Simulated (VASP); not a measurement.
The system is Cs.

```
CELL_PARAMETERS angstrom
-3.03350 3.03350 3.03350
3.03350 -3.03350 3.03350
3.03350 3.03350 -3.03350
ATOMIC_POSITIONS crystal
Cs 0.00000 0.00000 0.00000
```

```yaml
Program: VASP 6.6.1
Task: relaxation of cell and atoms
Functional: LDA
Potentials_or_basis: VASP PAW LDA potentials, release 64 (Cs_sv)
Cutoff: 600 eV
k_mesh: 5 × 5 × 5
Occupations: fermi-dirac, width 0.02 eV
Spin: no spin polarisation
```

At the start: pressure -0.3 GPa; volume 111.66 Å³/atom.

Problem. Where does the relaxation end?

Solution. Over 4 steps the energy falls by 17.2 meV/atom and the volume is 95.37 Å³/atom (-14.6 %); space group Im-3m (No. 229, to 0.05 Å).

Step by step:
```
step  energy change (eV)  largest force (eV/Å)  pressure (GPa)  volume (Å³)
   1              0.0000                0.0000           -0.31       111.66
   2             -0.0061                0.0000           -0.26       108.23
   3             -0.0165                0.0000           -0.08        98.66
   4             -0.0172                0.0000            0.01        95.37
```

Final structure:
```
Cs
1.0
    -2.87816    2.87816    2.87816
     2.87816   -2.87816    2.87816
     2.87816    2.87816   -2.87816
Cs
1
Cartesian
  2.8782 2.8782 2.8782
```

Caveat: the volume moved by -15 % from the deposited cell, more than functionals usually miss.
